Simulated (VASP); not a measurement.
Crystal: Al4Cl.

```
Al Cl
1.0
     4.74492    0.00000    0.00000
     0.00000    4.74492    0.00000
     0.00000    0.00000    4.74492
Al Cl
4 1
Cartesian
  1.4303 1.4303 1.4303
  3.3146 3.3146 1.4303
  3.3146 1.4303 3.3146
  1.4303 3.3146 3.3146
  0.0000 0.0000 0.0000
```

The cell was generated, and may not be a known phase.

- Program: VASP 6.6.1
- Task: relaxation of cell and atoms
- Functional: PBE
- Potentials or basis: VASP PAW PBE potentials, release 64 (Al, Cl)
- Cutoff: 600 eV
- k mesh: 8 × 8 × 8
- Occupations: gaussian, width 0.1 eV
- Spin: no spin polarisation

At the start: pressure 0.2 GPa; volume 21.37 Å³/atom.

How do energy, volume and symmetry change on relaxing?

Over 7 steps the energy falls by 5.7 meV/atom and the volume is 21.14 Å³/atom (-1.1 %); space group P-43m (No. 215, to 0.1 Å) before and after.

The path:
| step | energy change (eV) | largest force (eV/Å) | pressure (GPa) | volume (Å³) |
| --- | --- | --- | --- | --- |
| 1 | 0.0000 | 0.3894 | 0.24 | 106.83 |
| 2 | -0.0210 | 0.1708 | -0.27 | 107.32 |
| 3 | -0.0250 | 0.0239 | -0.55 | 107.65 |
| 4 | -0.0282 | 0.0021 | -0.22 | 106.42 |
| 5 | -0.0287 | 0.0110 | -0.03 | 105.77 |
| 6 | -0.0287 | 0.0117 | -0.02 | 105.74 |
| 7 | -0.0287 | 0.0019 | 0.00 | 105.70 |

Final structure:
```
CELL_PARAMETERS angstrom
4.72822 0.00000 0.00000
0.00000 4.72822 0.00000
0.00000 0.00000 4.72822
ATOMIC_POSITIONS crystal
Al 0.29694 0.29694 0.29694
Al 0.70306 0.70306 0.29694
Al 0.70306 0.29694 0.70306
Al 0.29694 0.70306 0.70306
Cl 0.00000 0.00000 0.00000
```

Caveat: an odd number of electrons without spin polarisation forces a metal; a magnetic or distorted state may lie lower.
